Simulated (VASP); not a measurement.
**Mg: single point with PBEsol**

Crystal: Mg.

```xyz
1
Lattice="0.0000 2.2456 2.2456 2.2456 0.0000 2.2456 2.2456 2.2456 0.0000" Properties=species:S:1:pos:R:3 pbc="T T T"
Mg    0.0000    0.0000    0.0000
```

| Item | Value |
| --- | --- |
| Program | VASP 6.6.1 |
| Task | single point |
| Functional | PBEsol |
| Potentials or basis | VASP PAW PBE potentials, release 64 (Mg) |
| Cutoff | 520 eV |
| k mesh | 9 × 9 × 9 |
| Occupations | fermi-dirac, width 0.05 eV |
| Spin | no spin polarisation |

The pressure is 0.0 GPa and the band gap on the k mesh is zero (band 1 reaches 3.25 eV, above the bottom of band 2 at 1.84 eV).

Levels at points of the mesh, in eV from the Fermi level:
| k point | band 1 | band 2 | band 3 | band 4 |
| --- | --- | --- | --- | --- |
| (0.00, 0.00, 0.00) | -6.93 | 12.47 | 12.47 | 12.47 |

It took 4.2 s on 1 thread of Intel(R) Xeon(R) Platinum 8259CL CPU @ 2.50GHz (Skylake/Cascade Lake), on a shared host, peak memory 0.13 GiB.

Caveat: the PAW data sets were made with another functional, which shifts forces and pressure a little.
